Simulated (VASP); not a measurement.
# SnO2 (Cm) in VASP: single point with LDA

Aim: the single point of SnO2 with LDA.

Program: VASP 6.6.1. These are calculated values, not measurements. Logs are shortened: lines on timing, memory, paths and dates and some standing lists are left out, and cuts for length are marked.

## (1) The cell of the first run

The structure is monoclinic, space group Cm (No. 8). Conventional cell: a = 5.602 Å, b = 3.234 Å, c = 5.151 Å, α = 90.00°, β = 111.25°, γ = 90.00°. Sn (site symmetry m) has 6 O at 1.90 to 2.35 Å within 2.5 Å. O (site symmetry m) has 3 Sn at 1.90 to 2.17 Å within 2.5 Å. O (site symmetry m) has 3 Sn at 2.10 to 2.35 Å and 3 O at 2.76 Å within 2.8 Å.

## (2) Single point, LDA

INCAR

```
SYSTEM = SnO2
PREC = Accurate ; ENCUT = 520
EDIFF = 1E-6 ; ISMEAR = 0
SIGMA = 0.05 ; LREAL = .False.
LASPH = .True. ; NELM = 100
ALGO = Normal ; ISIF = 2
LWAVE = .False. ; LCHARG = .True.
LELF = .True. ; LVHAR = .True.
NBANDS = 20
```

KPOINTS

```
Automatic mesh
0
Gamma
  12 12 12
  0 0 0
```

POSCAR

```
SnO2
1.0
    1.6170930752      0.9336291223      4.8005925840
   -1.6170930752      0.9336291223      4.8005925840
    0.0000000000     -1.8672582446      4.8005925840
Sn O
1 2
Direct
    0.4721771370      0.4721771370      0.5780359165
    0.2371700000      0.2371700000      0.2371700000
    0.7628300000      0.7628300000      0.7628300000
```

Potentials or basis: VASP PAW LDA potentials, release 64 (Sn_d, O).

Started as:

```bash
cat potpaw_LDA.64/Sn_d/POTCAR potpaw_LDA.64/O/POTCAR > POTCAR
mpirun -np 1 vasp_std > vasp.out
```

OUTCAR:

```text
SYSTEM = SnO2
   PREC = Accurate
   ENCUT = 520
   EDIFF = 1E-6
   ISMEAR = 0
   LREAL = .False.
   LASPH = .True.
   NELM = 100
   ISIF = 2

 ion  position               nearest neighbor table
   1  0.472  0.472  0.578-   2 1.90   3 2.10   3 2.10   2 2.17   2 2.17   3 2.35
   2  0.237  0.237  0.237-   1 1.90   1 2.17   1 2.17
   3  0.763  0.763  0.763-   1 2.10   1 2.10   1 2.35

  LATTYP: Found a trigonal (rhomboedric) cell.
 ALAT       =     5.1509554948
 COS(alpha) =     0.8028828391

  Lattice vectors:

 A1 = (   1.6170930752,   0.9336291223,   4.8005925840)
 A2 = (  -1.6170930752,   0.9336291223,   4.8005925840)
 A3 = (   0.0000000000,  -1.8672582446,   4.8005925840)

Analysis of symmetry for initial positions (statically):
=====================================================================
 Subroutine PRICEL returns:
 Original cell was already a primitive cell.

 Routine SETGRP: Setting up the symmetry group for a
 trigonal (rhombohedral) supercell.

 Subroutine GETGRP returns: Found  2 space group operations
 (whereof  2 operations were pure point group operations)
 out of a pool of 12 trial point group operations.

The static configuration has the point symmetry C_1h.

Analysis of symmetry for dynamics (positions and initial velocities):
=====================================================================
 Subroutine PRICEL returns:
 Original cell was already a primitive cell.

 Routine SETGRP: Setting up the symmetry group for a
 trigonal (rhombohedral) supercell.

 Subroutine GETGRP returns: Found  2 space group operations
 (whereof  2 operations were pure point group operations)
 out of a pool of 12 trial point group operations.

The dynamic configuration has the point symmetry C_1h.

 Subroutine INISYM returns: Found  2 space group operations
 (whereof  2 operations are pure point group operations),
 and found     1 'primitive' translations

----------------------------------------------------------------------------------------

                                     Primitive cell

  volume of cell :      43.4866

  direct lattice vectors                    reciprocal lattice vectors
     1.617093075  0.933629122  4.800592584     0.309196797  0.178514854  0.069435872
    -1.617093075  0.933629122  4.800592584    -0.309196797  0.178514854  0.069435872
     0.000000000 -1.867258245  4.800592584     0.000000000 -0.357029708  0.069435872

  length of vectors
     5.150955495  5.150955495  5.150955495     0.363719058  0.363719058  0.363719058
[... 77 lines left out ...]
   ISPIN  =      1    spin polarized calculation?
   LNONCOLLINEAR =      F non collinear calculations
   LSORBIT =      F    spin-orbit coupling
   LASPH  =      T    aspherical Exc in radial PAW
   ENCUT  =  520.0 eV  38.22 Ry    6.18 a.u.   9.58  9.58  9.58*2*pi/ulx,y,z
   NELM   =    100;   NELMIN=  2; NELMDL= -5     # of ELM steps
   EDIFF  = 0.1E-05   stopping-criterion for ELM
   LREAL  =      F    real-space projection
   EDIFFG = 0.1E-04   stopping-criterion for IOM
   NSW    =      0    number of steps for IOM
   IBRION =     -1    ionic relax: 0-MD 1-quasi-New 2-CG
   NFREE  =      0    steps in history (QN), initial steepest desc. (CG)
   ISIF   =      2    stress and relaxation
   ISYM   =      2    0-nonsym 1-usesym 2-fastsym
   POTIM  = 0.5000    time-step for ionic-motion
   TEBEG  =    0.0;   TEEND  =   0.0 temperature during run
   PSTRESS=    0.0 pullay stress
   NELECT =      26.0000    total number of electrons
   NUPDOWN=      -1.0000    fix difference up-down
   EMIN   =  10.00;   EMAX   =-10.00  energy-range for DOS
   EFERMI =   0.00;   METHOD = LEGACY
   ISMEAR =     0;   SIGMA  =   0.05  broadening in eV -4-tet -1-fermi 0-gaus
   EFERMI_NEDOS =   21; number of points for ismear=-14 and -15
   IALGO  =     38    algorithm
   IMIX   =      4    mixing-type and parameters
     AMIX     =   0.40;   BMIX     =  1.00
     AMIX_MAG =   1.60;   BMIX_MAG =  1.00
  volume/ion in A,a.u.               =      14.50        97.82
  Fermi-wavevector in a.u.,A,eV,Ry     =   1.379158  2.606231 25.879336  1.902078
  Thomas-Fermi vector in A             =   2.504154
   LORBIT       =      0    0 simple, 1 ext, 2 COOP (PROOUT), +10 PAW based schemes
   GGA     = CA    functional components
   LHFCALC =     F    Hartree Fock is set to
   AEXX    =    0.0000 exact exchange contribution
   IVDW    =     0    specifies the selected vdW correction
   LEPSILON=     F    determine dielectric tensor
   LRPA    =     F    only Hartree local field effects (RPA)
 non-spin polarized calculation
 Gauss-broadening in eV      SIGMA  =   0.05
  energy-cutoff  :      520.00
  volume of cell :       43.49
 maximum number of plane-waves:      1188
 NGX is ok and might be reduce to    40
   NGX = 19   NGY = 19   NGZ = 19

 number of electron      26.0000002 magnetization

 Free energy of the ion-electron system (eV)
  ---------------------------------------------------
  ext. energy  EPLUGINS =         0.00000000
  ---------------------------------------------------
  free energy    TOTEN  =       -20.04141202 eV

  energy without entropy =      -20.04141202  energy(sigma->0) =      -20.04141202

 E-fermi :   3.1980     XC(G=0): -10.5549

 val. band max:        2.9928432309   @ k =   0.2500   0.0833  -0.1667
 cond. band min:       4.6761057909   @ k =   0.0000   0.0000   0.0000
 fundamental gap:      1.6832625600
 Fermi energy:         3.1979843677

 k-point     1 :       0.0000    0.0000    0.0000
  band No.  band energies     occupation
      1     -17.1490      2.00000
      2     -16.8272      2.00000
      3     -16.7429      2.00000
      4     -16.5634      2.00000
      5     -16.5453      2.00000
      6     -14.8543      2.00000
[... 541 lines left out ...]
     19      16.0463      0.00000
     20      18.4036      0.00000

 [... further k-points ...]
[... 5 lines left out ...]
  --------------------------------------------------------------------------------------
  -------------------------------------------------------------------------------------
  Total       -2.5409015      0.7174303     -1.2692610      0.0000000     -1.8329454      0.0000000
  in kB      -93.6144546     26.4322883    -46.7633933      0.0000000    -67.5312205      0.0000000
  external PRESSURE =     -37.9818532 kB  Pullay stress =       0.0000000 kB

 VOLUME and BASIS-vectors are now :
 -----------------------------------------------------------------------------
  energy-cutoff  :      520.00
  volume of cell :       43.49
      direct lattice vectors                 reciprocal lattice vectors
     1.617093075  0.933629122  4.800592584     0.309196797  0.178514854  0.069435872
    -1.617093075  0.933629122  4.800592584    -0.309196797  0.178514854  0.069435872
     0.000000000 -1.867258245  4.800592584     0.000000000 -0.357029708  0.069435872

 POSITION                                       TOTAL-FORCE (eV/Angst)
 -----------------------------------------------------------------------------------
      0.00000     -0.19767      7.30838         0.000000      3.169491     -2.421348
      0.00000      0.00000      3.41567         0.000000     -2.649964      1.093498
      0.00000      0.00000     10.98611         0.000000     -0.519527      1.327850
 -----------------------------------------------------------------------------------
    total drift:                               -0.000000     -0.000064      0.000286

  FREE ENERGIE OF THE ION-ELECTRON SYSTEM (eV)
  ---------------------------------------------------
  free  energy   TOTEN  =       -20.0414120231 eV

  energy  without entropy=      -20.0414120231  energy(sigma->0) =      -20.04141202
```

OSZICAR:

```text
N       E                     dE             d eps       ncg     rms          rms(c)
DAV:   1     0.259809141817E+03    0.25981E+03   -0.13878E+04 20048   0.193E+03
DAV:   2     0.724108210783E+01   -0.25257E+03   -0.23941E+03 20764   0.503E+02
DAV:   3    -0.221486814938E+02   -0.29390E+02   -0.29099E+02 22084   0.144E+02
DAV:   4    -0.230317415959E+02   -0.88306E+00   -0.88224E+00 21168   0.270E+01
DAV:   5    -0.230497554458E+02   -0.18014E-01   -0.18013E-01 22836   0.411E+00    0.107E+01
DAV:   6    -0.201536253638E+02    0.28961E+01   -0.12007E+01 30216   0.608E+01    0.464E+00
DAV:   7    -0.200947650883E+02    0.58860E-01   -0.78788E-01 19480   0.744E+00    0.214E+00
DAV:   8    -0.200494752612E+02    0.45290E-01   -0.11590E-01 21760   0.312E+00    0.721E-01
DAV:   9    -0.200415661907E+02    0.79091E-02   -0.22541E-02 26616   0.167E+00    0.166E-01
DAV:  10    -0.200413875346E+02    0.17866E-03   -0.36520E-03 25536   0.576E-01    0.861E-02
DAV:  11    -0.200414244532E+02   -0.36919E-04   -0.52146E-04 20168   0.203E-01    0.342E-02
DAV:  12    -0.200414121789E+02    0.12274E-04   -0.65330E-05 22072   0.726E-02    0.143E-02
DAV:  13    -0.200414118585E+02    0.32045E-06   -0.13676E-05 20324   0.291E-02    0.602E-03
DAV:  14    -0.200414120231E+02   -0.16459E-06   -0.54836E-07 12068   0.656E-03
   1 F= -.20041412E+02 E0= -.20041412E+02  d E =-.102421E-10
```

It took 5.9 min on 1 thread of Intel Xeon Platinum 8488C (Sapphire Rapids), shared host; peak memory 0.49 GiB.

Results:

| Item | Value |
| --- | --- |
| Free energy | -20.0414 eV |
| Pressure | -3.8 GPa |
| Largest force | 3.989 eV/Å |
| Band gap on the k mesh | 1.68 eV, indirect (least direct gap 1.84 eV) |

Forces on the atoms (eV/Å):
```
Sn   0.000  3.169 -2.421
O    0.000 -2.650  1.093
O    0.000 -0.520  1.328
```

Caveat: the cell differs from its parent crystal (all Sn atoms moved +0.225 Å, as atom 1 towards its neighbour atom 2 (O) at 2.125 Å); spin-orbit coupling is left out, which moves the levels of the heavy elements; forces of over 1 eV/Å act on the atoms, so gaps and moduli don't describe the material at rest.
